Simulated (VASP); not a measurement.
# Sc3CoO4 (Immm) in VASP: notebook

The runs below take Sc3CoO4 through single point, with r2SCAN.

Program: VASP 6.6.1. These are calculated values, not measurements. Logs are shortened: lines on timing, memory, paths and dates and some standing lists are left out, and cuts for length are marked.

**1. The cell of the first run**

The structure is orthorhombic, space group Immm (No. 71). The conventional cell has a = 3.467 Å, b = 4.479 Å, c = 12.281 Å, α = 90.00°, β = 90.00°, γ = 90.00°. Within 3.3 Å of Sc (site symmetry mmm) lie 8 O at 2.43 Å and 4 Co at 2.83 Å and 4 Sc at 3.22 Å. Within 3.3 Å of Sc (site symmetry mm2) lie 6 O at 2.41 to 2.42 Å and 2 Co at 2.89 Å and 6 Sc at 3.21 to 3.22 Å. Within 2.9 Å of Co (site symmetry mmm) lie 4 O at 2.14 Å and 8 Sc at 2.83 to 2.89 Å. O (site symmetry m) has 1 O at 1.49 Å within 2.0 Å.

**2. Single point, r2SCAN**

POSCAR

```
Sc3CoO4
1.0
    0.0000000000      4.4789126100      0.0000000000
    3.4673135600      0.0000000000      0.0000000000
    1.7336567800      2.2394558000     -6.1403122400
Sc Co O
3 1 4
Direct
    0.0000000000      0.5000000000      0.0000000000
    0.6880600000      0.6880600000      0.6238800000
    0.3119400000      0.3119400000      0.3761200000
    0.5000000000      0.0000000000      0.0000000000
    0.0413700000      0.8750700000      0.2498600000
    0.7087700000      0.8750700000      0.2498600000
    0.9586300000      0.1249300000      0.7501400000
    0.2912300000      0.1249300000      0.7501400000
```

INCAR.step1

```
SYSTEM = Sc3CoO4
ALGO = Normal ; EDIFF = 1E-4
ENCUT = 520 ; GGA = PE
ISMEAR = 0 ; LASPH = .TRUE.
LCHARG = .FALSE. ; LREAL = .FALSE.
LWAVE = .TRUE. ; NBANDS = 43
NELM = 60 ; PREC = Accurate
SIGMA = 0.0293
```

INCAR.step2

```
SYSTEM = Sc3CoO4
ALGO = Normal ; EDIFF = 1E-7
ENCUT = 520 ; ISIF = 2
ISMEAR = 0 ; ISTART = 1
LASPH = .TRUE. ; LCHARG = .FALSE.
LMIXTAU = .TRUE. ; LREAL = .FALSE.
LWAVE = .FALSE. ; METAGGA = R2SCAN
NBANDS = 43 ; NELM = 60
PREC = Accurate ; SIGMA = 0.0293
```

KPOINTS

```
k-points
0
G
  5 5 5
  0 0 0
```

Potentials or basis: VASP PAW PBE potentials, release 64 (Sc_sv, Co, O).

Started as:

```
$ cat potpaw_PBE.64/Sc_sv/POTCAR potpaw_PBE.64/Co/POTCAR potpaw_PBE.64/O/POTCAR > POTCAR
$ cp INCAR.step1 INCAR
$ mpirun -np 1 vasp_std > vasp.out
$ cp INCAR.step2 INCAR
$ mpirun -np 1 vasp_std > vasp.out
```

OUTCAR:

```text
SYSTEM = Sc3CoO4
   EDIFF = 1E-7
   ENCUT = 520
   ISIF = 2
   ISMEAR = 0
   ISTART = 1
   LASPH = .TRUE.
   LREAL = .FALSE.
   METAGGA = R2SCAN
   NELM = 60
   PREC = Accurate

 ion  position               nearest neighbor table
   1  0.000  0.500  0.000-   7 2.43   5 2.43   7 2.43   5 2.43   8 2.43   8 2.43   6 2.43   6 2.43
                             4 2.83   4 2.83   4 2.83   4 2.83   2 3.22   3 3.22   2 3.22   3 3.22
   2  0.688  0.688  0.624-   6 2.41   5 2.41   7 2.42   7 2.42   8 2.42   8 2.42   4 2.89   4 2.89
                             3 3.21   3 3.21   3 3.21   3 3.21   1 3.22   1 3.22
   3  0.312  0.312  0.376-   8 2.41   7 2.41   5 2.42   5 2.42   6 2.42   6 2.42   4 2.89   4 2.89
                             2 3.21   2 3.21   2 3.21   2 3.21   1 3.22   1 3.22
   4  0.500  0.000  0.000-   6 2.14   8 2.14   7 2.14   5 2.14   1 2.83   1 2.83   1 2.83   1 2.83
                             2 2.89   3 2.89   2 2.89   3 2.89
   5  0.041  0.875  0.250-   6 1.49   4 2.14   2 2.41   3 2.42   3 2.42   1 2.43   1 2.43
   6  0.709  0.875  0.250-   5 1.49   4 2.14   2 2.41   3 2.42   3 2.42   1 2.43   1 2.43
   7  0.959  0.125  0.750-   8 1.49   4 2.14   3 2.41   2 2.42   2 2.42   1 2.43   1 2.43
   8  0.291  0.125  0.750-   7 1.49   4 2.14   3 2.41   2 2.42   2 2.42   1 2.43   1 2.43

  LATTYP: Found a body centered orthorhombic cell.
 ALAT       =     3.4673135600
 B/A-ratio  =     1.2917529760
 C/A-ratio  =     3.5418269122

  Lattice vectors:

 A1 = (  -1.7336567800,   2.2394568100,   6.1403122400)
 A2 = (   1.7336567800,  -2.2394558000,   6.1403122400)
 A3 = (   1.7336567800,   2.2394558000,  -6.1403122400)

Analysis of symmetry for initial positions (statically):
=====================================================================
 Subroutine PRICEL returns:
 Original cell was already a primitive cell.

 Routine SETGRP: Setting up the symmetry group for a
 body centered orthorhombic supercell.

 Subroutine GETGRP returns: Found  8 space group operations
 (whereof  8 operations were pure point group operations)
 out of a pool of  8 trial point group operations.

The static configuration has the point symmetry D_2h.

Analysis of symmetry for dynamics (positions and initial velocities):
=====================================================================
 Subroutine PRICEL returns:
 Original cell was already a primitive cell.

 Routine SETGRP: Setting up the symmetry group for a
 body centered orthorhombic supercell.

 Subroutine GETGRP returns: Found  8 space group operations
 (whereof  8 operations were pure point group operations)
 out of a pool of  8 trial point group operations.

The dynamic configuration has the point symmetry D_2h.

 Subroutine INISYM returns: Found  8 space group operations
[... 119 lines left out ...]
   PSTRESS=    0.0 pullay stress
   NELECT =      66.0000    total number of electrons
   NUPDOWN=      -1.0000    fix difference up-down
   EMIN   =  10.00;   EMAX   =-10.00  energy-range for DOS
   EFERMI =   0.00;   METHOD = LEGACY
   ISMEAR =     0;   SIGMA  =   0.03  broadening in eV -4-tet -1-fermi 0-gaus
   EFERMI_NEDOS =   21; number of points for ismear=-14 and -15
   IALGO  =     38    algorithm
   IMIX   =      4    mixing-type and parameters
     AMIX     =   0.40;   BMIX     =  1.00
     AMIX_MAG =   1.60;   BMIX_MAG =  1.00
  volume/ion in A,a.u.               =      11.92        80.44
  Fermi-wavevector in a.u.,A,eV,Ry     =   1.448118  2.736547 28.532057  2.097047
  Thomas-Fermi vector in A             =   2.565996
   LORBIT       =      0    0 simple, 1 ext, 2 COOP (PROOUT), +10 PAW based schemes
   METAGGA = R2SCAN    functional components
   LHFCALC =     F    Hartree Fock is set to
   AEXX    =    0.0000 exact exchange contribution
   IVDW    =     0    specifies the selected vdW correction
   LEPSILON=     F    determine dielectric tensor
   LRPA    =     F    only Hartree local field effects (RPA)
 non-spin polarized calculation
 Gauss-broadening in eV      SIGMA  =   0.03
  energy-cutoff  :      520.00
  volume of cell :       95.36
 maximum number of plane-waves:      2613
 NGX is ok and might be reduce to    36
   NGX = 17   NGY = 13   NGZ = 25

 number of electron      65.9999993 magnetization

 Free energy of the ion-electron system (eV)
  ---------------------------------------------------
  ext. energy  EPLUGINS =         0.00000000
  ---------------------------------------------------
  free energy    TOTEN  =       -78.75478356 eV

  energy without entropy =      -78.75162925  energy(sigma->0) =      -78.75320640

 E-fermi :   7.4433     XC(G=0): -12.2491

 val. band max:        7.4418293273   @ k =  -0.2000  -0.4000   0.2000
 cond. band min:       7.4433608907   @ k =  -0.4000   0.2000  -0.0000
 fundamental gap:      0.0015315634
 Fermi energy:         7.4432871654

 k-point     1 :       0.0000    0.0000    0.0000
  band No.  band energies     occupation
      1     -45.7591      2.00000
      2     -45.0590      2.00000
      3     -45.0087      2.00000
      4     -23.6198      2.00000
      5     -23.4312      2.00000
      6     -23.3620      2.00000
[... 1093 lines left out ...]
     42       9.6554      0.00000
     43       9.7002      0.00000

 [... further k-points ...]

------------------------ aborting loop because EDIFF is reached ----------------------------------------

  FORCE on cell =-STRESS in cart. coord.  units (eV):
  Direction    XX          YY          ZZ          XY          YZ          ZX
  --------------------------------------------------------------------------------------
  -------------------------------------------------------------------------------------
  Total      -11.5704267     26.7913327     -9.1410881     -0.0000000     -0.0000008      0.0000000
  in kB     -194.4033718    450.1411713   -153.5862423     -0.0000000     -0.0000126      0.0000000
  external PRESSURE =      34.0505191 kB  Pullay stress =       0.0000000 kB

 VOLUME and BASIS-vectors are now :
 -----------------------------------------------------------------------------
  energy-cutoff  :      520.00
  volume of cell :       95.36
      direct lattice vectors                 reciprocal lattice vectors
     0.000000000  4.478912610  0.000000000     0.000000000  0.223268478  0.081429065
     3.467313560  0.000000000  0.000000000     0.288407720  0.000000000  0.081429084
     1.733656780  2.239455800 -6.140312240     0.000000000  0.000000000 -0.162858168

 POSITION                                       TOTAL-FORCE (eV/Angst)
 -----------------------------------------------------------------------------------
      1.73366      0.00000      0.00000         0.000000      0.000000     -0.000000
      3.46731      4.47891     -3.83082        -0.000000     -0.000000     -0.168934
      1.73366      2.23946     -2.30949         0.000000      0.000000      0.168934
      0.00000      2.23946      0.00000        -0.000000      0.000000     -0.000000
      3.46731      0.74484     -1.53422        -0.000000      9.202823     -0.228374
      3.46731      3.73407     -1.53422        -0.000000     -9.202823     -0.228374
      1.73366      5.97353     -4.60609         0.000000     -9.202823      0.228374
      1.73366      2.98430     -4.60609         0.000000      9.202823      0.228374
 -----------------------------------------------------------------------------------
    total drift:                                0.000000      0.000000     -0.000000

  FREE ENERGIE OF THE ION-ELECTRON SYSTEM (eV)
  ---------------------------------------------------
  free  energy   TOTEN  =       -78.7547835560 eV

  energy  without entropy=      -78.7516292474  energy(sigma->0) =      -78.75320640
```

OUTCAR.step1:

```text
SYSTEM = Sc3CoO4
   EDIFF = 1E-4
   ENCUT = 520
   GGA = PE
   ISMEAR = 0
   LASPH = .TRUE.
   LREAL = .FALSE.
   NELM = 60
[... 1353 lines left out ...]
      3.46731      3.73407     -1.53422        -0.000000     -8.803852     -0.361629
      1.73366      5.97353     -4.60609         0.000000     -8.803852      0.361629
      1.73366      2.98430     -4.60609         0.000000      8.803852      0.361629
 -----------------------------------------------------------------------------------
    total drift:                                0.000000      0.000000     -0.000000

  FREE ENERGIE OF THE ION-ELECTRON SYSTEM (eV)
  ---------------------------------------------------
  free  energy   TOTEN  =       -52.7746836149 eV

  energy  without entropy=      -52.7719602643  energy(sigma->0) =      -52.77332194
```

It took 15 min on 1 thread of Intel Xeon 8259CL, shared host; peak memory 0.3 GiB.

What came out:

```
Free energy            : -78.7548 eV
Pressure               : 3.4 GPa
Largest force          : 9.206 eV/Å
Band gap on the k mesh : zero (bands 33 and 34 overlap by 0.24 eV)
```

Forces in eV/Å, atoms in the order of the input:
```
Sc   0.000  0.000  0.000
Sc   0.000  0.000 -0.169
Sc   0.000  0.000  0.169
Co   0.000  0.000  0.000
O    0.000  9.203 -0.228
O    0.000 -9.203 -0.228
O    0.000 -9.203  0.228
O    0.000  9.203  0.228
```

Stress tensor (GPa, compression positive):
```
-19.44   0.00   0.00
  0.00  45.01   0.00
  0.00   0.00 -15.36
```

Levels at points of the mesh, in eV from the Fermi level:
```
           k point  band 31  band 32  band 33  band 34  band 35  band 36
(0.00, 0.00, 0.00)    -1.11    -0.65    -0.63     0.32     0.40     0.76
```

Caveat: the k points lie up to 0.38 Å⁻¹ apart; the PAW data sets were made with another functional, which shifts forces and pressure a little; the run has no spin polarisation, though such a crystal can be magnetic; semilocal functionals often make such compounds metallic where correlation or magnetic order opens a gap, which also shifts bond lengths.

**3. Single point, r2SCAN**

POSCAR is that of step 2.

INCAR.step1

```
PREC = Accurate ; ENCUT = 520
ISMEAR = 0 ; SIGMA = 0.0293
LREAL = F ; LASPH = T
NELM = 80 ; NBANDS = 43
GGA = PE ; ALGO = Normal
EDIFF = 1E-4 ; LWAVE = T
LCHARG = F
```

INCAR.step2

```
PREC = Accurate ; ENCUT = 520
EDIFF = 1E-7 ; ISMEAR = 0
SIGMA = 0.0293 ; LREAL = F
LASPH = T ; NELM = 80
ALGO = Normal ; ISIF = 2
LWAVE = F ; LCHARG = T
METAGGA = R2SCAN ; LMIXTAU = T
LELF = T ; LVHAR = T
NBANDS = 43 ; ISTART = 1
```

KPOINTS

```
Automatic mesh
0
Gamma
  5 5 5
```

Potentials or basis: VASP PAW PBE potentials, release 64 (Sc_sv, Co, O).

Started as:

```
$ cat potpaw_PBE.64/Sc_sv/POTCAR potpaw_PBE.64/Co/POTCAR potpaw_PBE.64/O/POTCAR > POTCAR
$ cp INCAR.step1 INCAR
$ mpirun -np 1 vasp_std > vasp.out
$ cp INCAR.step2 INCAR
$ mpirun -np 1 vasp_std > vasp.out
```

OUTCAR:

```text
PREC = Accurate
   ENCUT = 520
   EDIFF = 1E-7
   ISMEAR = 0
   LREAL = F
   LASPH = T
   NELM = 80
   ISIF = 2
   METAGGA = R2SCAN
   ISTART = 1

 ion  position               nearest neighbor table
   1  0.000  0.500  0.000-   7 2.43   5 2.43   7 2.43   5 2.43   8 2.43   8 2.43   6 2.43   6 2.43
                             4 2.83   4 2.83   4 2.83   4 2.83   2 3.22   3 3.22   2 3.22   3 3.22
   2  0.688  0.688  0.624-   6 2.41   5 2.41   7 2.42   7 2.42   8 2.42   8 2.42   4 2.89   4 2.89
                             3 3.21   3 3.21   3 3.21   3 3.21   1 3.22   1 3.22
   3  0.312  0.312  0.376-   8 2.41   7 2.41   5 2.42   5 2.42   6 2.42   6 2.42   4 2.89   4 2.89
                             2 3.21   2 3.21   2 3.21   2 3.21   1 3.22   1 3.22
[... 1326 lines left out ...]
  external PRESSURE =      34.0505191 kB  Pullay stress =       0.0000000 kB

 VOLUME and BASIS-vectors are now :
 -----------------------------------------------------------------------------
  energy-cutoff  :      520.00
  volume of cell :       95.36
      direct lattice vectors                 reciprocal lattice vectors
     0.000000000  4.478912610  0.000000000     0.000000000  0.223268478  0.081429065
     3.467313560  0.000000000  0.000000000     0.288407720  0.000000000  0.081429084
     1.733656780  2.239455800 -6.140312240     0.000000000  0.000000000 -0.162858168

 POSITION                                       TOTAL-FORCE (eV/Angst)
 -----------------------------------------------------------------------------------
      1.73366      0.00000      0.00000         0.000000      0.000000     -0.000000
      3.46731      4.47891     -3.83082        -0.000000     -0.000000     -0.168934
      1.73366      2.23946     -2.30949         0.000000      0.000000      0.168934
      0.00000      2.23946      0.00000        -0.000000      0.000000     -0.000000
      3.46731      0.74484     -1.53422        -0.000000      9.202823     -0.228374
      3.46731      3.73407     -1.53422        -0.000000     -9.202823     -0.228374
      1.73366      5.97353     -4.60609         0.000000     -9.202823      0.228374
      1.73366      2.98430     -4.60609         0.000000      9.202823      0.228374
 -----------------------------------------------------------------------------------
    total drift:                                0.000000      0.000000     -0.000000

  FREE ENERGIE OF THE ION-ELECTRON SYSTEM (eV)
  ---------------------------------------------------
  free  energy   TOTEN  =       -78.7547835560 eV

  energy  without entropy=      -78.7516292474  energy(sigma->0) =      -78.75320640
```

OSZICAR.step1:

```text
N       E                     dE             d eps       ncg     rms          rms(c)
DAV:   1     0.111679703954E+04    0.11168E+04   -0.30552E+04  2322   0.178E+03
DAV:   2     0.124735295811E+03   -0.99206E+03   -0.96920E+03  2538   0.643E+02
DAV:   3    -0.444585856738E+02   -0.16919E+03   -0.16300E+03  3907   0.262E+02
DAV:   4    -0.615259396537E+02   -0.17067E+02   -0.16118E+02  3929   0.800E+01
DAV:   5    -0.628945703212E+02   -0.13686E+01   -0.12089E+01  3892   0.194E+01    0.217E+01
DAV:   6    -0.573691019946E+02    0.55255E+01   -0.99393E+01  4164   0.668E+01    0.174E+01
DAV:   7    -0.551507011688E+02    0.22184E+01   -0.27578E+01  4126   0.451E+01    0.216E+01
DAV:   8    -0.533431161446E+02    0.18076E+01   -0.15510E+01  4214   0.223E+01    0.888E+00
DAV:   9    -0.528907468219E+02    0.45237E+00   -0.16732E+00  3780   0.960E+00    0.302E+00
DAV:  10    -0.528508758677E+02    0.39871E-01   -0.12903E+00  3820   0.830E+00    0.397E+00
DAV:  11    -0.527849089783E+02    0.65967E-01   -0.58384E-01  3745   0.409E+00    0.983E-01
DAV:  12    -0.527757482764E+02    0.91607E-02   -0.41363E-02  3900   0.116E+00    0.401E-01
DAV:  13    -0.527747672577E+02    0.98102E-03   -0.52541E-03  4036   0.562E-01    0.104E-01
DAV:  14    -0.527746836149E+02    0.83643E-04   -0.96744E-04  3268   0.269E-01
   1 F= -.52774684E+02 E0= -.52773322E+02  d E =-.272335E-02
```

Wall time 18 min (1 thread of Intel Xeon 8259CL, shared host); peak memory 0.3 GiB.

Results:

```
Free energy            : -78.7548 eV
Pressure               : 3.4 GPa
Largest force          : 9.206 eV/Å
Band gap on the k mesh : zero (bands 33 and 34 overlap by 0.24 eV)
```

Forces on the atoms (eV/Å):
```
Sc   0.000  0.000  0.000
Sc   0.000  0.000 -0.169
Sc   0.000  0.000  0.169
Co   0.000  0.000  0.000
O    0.000  9.203 -0.228
O    0.000 -9.203 -0.228
O    0.000 -9.203  0.228
O    0.000  9.203  0.228
```

Stress tensor (GPa, compression positive):
```
-19.44   0.00   0.00
  0.00  45.01   0.00
  0.00   0.00 -15.36
```

Caveat: the k points lie up to 0.38 Å⁻¹ apart; the PAW data sets were made with another functional, which shifts forces and pressure a little; the run has no spin polarisation, though such a crystal can be magnetic; semilocal functionals often make such compounds metallic where correlation or magnetic order opens a gap, which also shifts bond lengths.
